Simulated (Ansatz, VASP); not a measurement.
## One calculation of Zr3TiC4, two programs

INCAR

```
SYSTEM = Zr3TiC4
PREC     = Accurate       ! precision mode
ENCUT    = 520            ! plane-wave cutoff, eV
EDIFF    = 1E-6           ! SCF threshold, eV
ISMEAR   = 0              ! smearing method
SIGMA    = 0.1            ! smearing width, eV
LREAL    = .False.        ! projectors in reciprocal space
LASPH    = .True.         ! aspherical terms in the spheres
NELM     = 60             ! most SCF steps
ALGO     = Normal         ! electronic algorithm
ISIF     = 2              ! what is computed and relaxed
LWAVE    = .False.        ! write WAVECAR
LCHARG   = .True.         ! write CHGCAR
GGA      = PE             ! functional
LELF     = .True.         ! ELF
LVHAR    = .True.       
NBANDS   = 42             ! bands
```

KPOINTS

```
Automatic mesh
0
Gamma
  6 4 4
  0 0 0
```

The input POSCAR:

```
Zr3TiC4
1.0
    3.4511668400      0.0000000000      0.0000000000
    0.0000000000      4.8806869600      0.0000000000
    0.0000000000      0.0000000000      6.9023336900
Zr Ti C
3 1 4
Direct
    0.0000000000      0.5000000000      0.7500000000
    0.5000000000      0.0000000000      0.0000000000
    0.0000000000      0.5000000000      0.2500000000
    0.5000000000      0.0000000000      0.5000000000
    0.0000000000      0.0000000000      0.7500000000
    0.5000000000      0.5000000000      0.0000000000
    0.0000000000      0.0000000000      0.2500000000
    0.5000000000      0.5000000000      0.5000000000
```

Input for Ansatz:

```yaml
crystal:
  lattice:
    - [3.45116684, 0.0, 0.0]
    - [0.0, 4.88068696, 0.0]
    - [0.0, 0.0, 6.90233369]
  atoms:
    - { symbol: Zr, position: [0.0, 0.5, 0.75] }
    - { symbol: Zr, position: [0.5, 0.0, 0.0] }
    - { symbol: Zr, position: [0.0, 0.5, 0.25] }
    - { symbol: Ti, position: [0.5, 0.0, 0.5] }
    - { symbol: C, position: [0.0, 0.0, 0.75] }
    - { symbol: C, position: [0.5, 0.5, 0.0] }
    - { symbol: C, position: [0.0, 0.0, 0.25] }
    - { symbol: C, position: [0.5, 0.5, 0.5] }
basis:
  ecutwfc: 420
kpoints:
  mp_grid: { grid: [6, 4, 4] }
hamiltonian:
  xc: pbe
scf:
  occupations: { method: gaussian, width: 0.1 }
  lower_state_search: "off"
output:
  forces: true
  stress: true
  eigenvalues: true
```

Alike in both runs: task single point; functional PBE; k mesh 6 × 4 × 4; occupations gaussian, width 0.1 eV; no spin polarisation.

```csv
,VASP,Ansatz
version,VASP 6.6.1,Ansatz 0.2.0
potentials or method,"VASP PAW PBE potentials, release 64 (Zr_sv, Ti_sv, C), cutoff 520 eV","scalar-relativistic, plane waves, PAW"
valence electrons in the cell,64,64
```

Ansatz gave:

| Item | Value |
| --- | --- |
| gap on the k mesh at the Fermi level (eV) | none |
| pressure (GPa) | -25.6 |
| traceless stress, the component that is largest in VASP (GPa) | 0.69 |
| rms of the force components (eV/Å) | 0.194 |

**Question.** Which values does VASP return?

**Answer.** gap on the k mesh at the Fermi level (eV): none; pressure (GPa): -25.4; traceless stress, the component that is largest in VASP (GPa): 0.69; rms of the force components (eV/Å): 0.195.

Atom by atom the forces differ by 0.000 eV/Å (rms over components). A gap of «none» marks a metal or a gap that the smearing closes.
